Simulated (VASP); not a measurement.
Input of a VASP 6.6.1 run:

The input INCAR:

```
SYSTEM = KF
PREC = Accurate ; ENCUT = 520
EDIFF = 1E-6 ; ISMEAR = 0
SIGMA = 0.05 ; LREAL = .False.
LASPH = .True. ; NELM = 100
ALGO = Normal ; ISIF = 2
LWAVE = .False. ; LCHARG = .False.
GGA = PE ; NBANDS = 15
```

Contents of KPOINTS:

```
regular mesh
0
Gamma
  8 8 8
  0 0 0
```

The input POSCAR:

```
KF
1.0
   -0.1002562500      2.6735000000      2.6735000000
    2.5732437500      0.0000000000      2.5732437500
    2.6735000000      2.6735000000     -0.1002562500
K F
1 1
Direct
    0.0000000000      0.0000000000      0.0000000000
    0.5000000000      0.5000000000      0.5000000000
```

Potentials or basis: VASP PAW PBE potentials, release 64 (K_sv, F).

Command:

```console
$ cat potpaw_PBE.64/K_sv/POTCAR potpaw_PBE.64/F/POTCAR > POTCAR
$ mpirun -np 1 vasp_std > vasp.out
```

Task: What does it give for the band gap on the k mesh?

Result: 6.10 eV.

Task: Estimate the pressure.

Result: 1.3 GPa.

Stress tensor (GPa, compression positive):
```
1.36 0.00 0.99
0.00 1.27 0.00
0.99 0.00 1.36
```

Caveat: the cell differs from its parent crystal (strain -0.0750 x Voigt [0, 0, 0, 0, 1, 0]). A k mesh can miss the band edges.
